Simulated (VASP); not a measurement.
Here is a VASP 6.6.1 calculation.

The input INCAR:

```
AGGAC = 1.0 ; AGGAX = 1.0
ALDAC = 0.0 ; ALDAX = 1.0
ALGO = Normal ; EDIFF = 1E-6
ENCUT = 520 ; GGA = B5
ISIF = 2 ; ISMEAR = 0
IVDW = 12 ; LASPH = True
LCHARG = False ; LREAL = False
LWAVE = False ; NBANDS = 16
NELM = 80 ; PREC = Accurate
SIGMA = 0.15 ; VDW_A1 = 0.4298
VDW_A2 = 4.2359 ; VDW_S6 = 1.0
VDW_S8 = 2.6996
```

File KPOINTS:

```
k-points
0
Gamma
  10 10 5
```

The input POSCAR:

```
Ir
1.0
    2.7279369072      0.0000000029      0.0000000000
   -1.3639684561      2.3624626601      0.0000000000
    0.0000000000      0.0000000000      4.4860467450
Ir
2
Direct
    0.6666666667      0.3333333333      0.7500000000
    0.3333333333      0.6666666667      0.2500000000
```

Potentials or basis: VASP PAW PBE potentials, release 64 (Ir).

Run with:

```sh
$ cat potpaw_PBE.64/Ir/POTCAR > POTCAR
$ mpirun -np 1 vasp_std > vasp.out
```

What does it give for the pressure?

3.0 GPa.

Predict the dispersion energy per atom.

-1.687 eV.

Stress tensor (GPa, compression positive):
```
3.08 0.00 0.00
0.00 3.08 0.00
0.00 0.00 2.96
```

Caveat: the PAW data sets were made with another functional, which shifts forces and pressure a little; pairwise dispersion overbinds metals, which lowers pressure and volume.
